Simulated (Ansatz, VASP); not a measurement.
## One calculation of Ti, two programs

INCAR

```
PREC = Accurate
ENCUT = 600
EDIFF = 1E-7
ISMEAR = -1
SIGMA = 0.05
LREAL = False
LASPH = True
NELM = 150
ALGO = Normal
ISIF = 3
LWAVE = False
LCHARG = False
ISPIN = 2
MAGMOM = 1 1
LORBIT = 11
LMAXMIX = 4
GGA = CA
IBRION = 2
NSW = 80
EDIFFG = -0.01
```

Contents of KPOINTS:

```
regular mesh
0
Gamma
  12 12 7
```

File POSCAR:

```
Ti
1.0
    2.9499978604      0.0000000000      0.0000000000
   -1.4749989302      2.5547730882      0.0000000000
    0.0000000000      0.0000000000      4.6860000000
Ti
2
Direct
    0.3333333333      0.6666666667      0.2500000000
    0.6666666667      0.3333333333      0.7500000000
```

Input for Ansatz:

```yaml
crystal:
  lattice:
    - [2.9499978604, 0.0, 0.0]
    - [-1.4749989302, 2.5547730882, 0.0]
    - [0.0, 0.0, 4.686]
  atoms:
    - { symbol: Ti, position: [0.3333333333, 0.6666666667, 0.25], spin: 1.0 }
    - { symbol: Ti, position: [0.6666666667, 0.3333333333, 0.75], spin: 1.0 }
hamiltonian:
  xc: lda
  pseudopotentials:
    kind: paw
    azcp:
      Ti: "pseudopotentials/Ti.paw.azcp"
basis:
  ecutwfc: 420
  fft_grid_basis: typed
kpoints:
  mp_grid: { grid: [12, 12, 7], shift: [0, 0, 0] }
magnetization:
  spin_polarized: true
scf:
  occupations: { method: fermi_dirac, width: 0.05 }
relax:
  max_steps: 60
  f_tol: 0.01
  cell: {}
```

Alike in both runs: task relaxation of cell and atoms; functional LDA; k mesh 12 × 12 × 7; occupations fermi-dirac, width 0.05 eV; collinear spin.

```csv
,VASP,Ansatz
version,VASP 6.6.1,Ansatz 0.2.0
potentials or method,"VASP PAW LDA potentials, release 64 (Ti_sv), cutoff 600 eV","plane waves (420 eV) with PAW, scalar-relativistic"
valence electrons in the cell,24,24
```

Ansatz gave:

* net moment per atom (μB): 0.00
* relaxed volume (Å³/atom): 16.11
* relaxed cell length with the largest relative difference (Å): 2.863

Q: Estimate VASP's values.

A: net moment per atom (μB): 0.00; relaxed volume (Å³/atom): 16.09; relaxed cell length with the largest relative difference (Å): 2.861.

Ansatz warns that its potentials were made for another functional, while VASP's fit it. LDA's correlation is that of Perdew and Zunger in VASP and of Perdew and Wang (1992) in Ansatz. Ansatz's warnings: seeded moment not kept.
